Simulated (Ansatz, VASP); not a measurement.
ZrSc3F2: VASP beside Ansatz

```
CELL_PARAMETERS angstrom
4.50408 0.00000 0.00000
0.00000 4.50408 0.00000
0.00000 0.00000 5.59339
ATOMIC_POSITIONS crystal
Zr 0.00000 0.00000 0.03569
Sc 0.50000 0.50000 0.14755
Sc 0.00000 0.00000 0.55404
Sc 0.50000 0.50000 0.70814
F 0.50000 0.00000 0.55244
F 0.00000 0.50000 0.55244
```

Alike in both runs: task single point; functional PBE; k mesh 4 × 4 × 4; occupations gaussian, width 0.1 eV; no spin polarisation.

|  | VASP | Ansatz |
| --- | --- | --- |
| version | VASP 6.6.1 | Ansatz 0.2.0 |
| potentials or method | VASP PAW PBE potentials, release 64 (Zr_sv, Sc_sv, F), cutoff 520 eV | scalar-relativistic, plane waves, PAW |
| valence electrons in the cell | 59 | 59 |

```tsv
	VASP	Ansatz	Ansatz less VASP
gap on the k mesh at the Fermi level (eV)	none	none	-
pressure (GPa)	0.6	0.5	-0.11
traceless stress, the component that is largest in VASP (GPa)	15.68	15.71	+0.028
rms of the force components (eV/Å)	0.470	0.459	-0.0108
```

Atom by atom the forces differ by 0.013 eV/Å (rms over components). A gap of «none» marks a metal or a gap that the smearing closes. With one functional, cell and mesh, what is left measures potentials, basis and numerics.
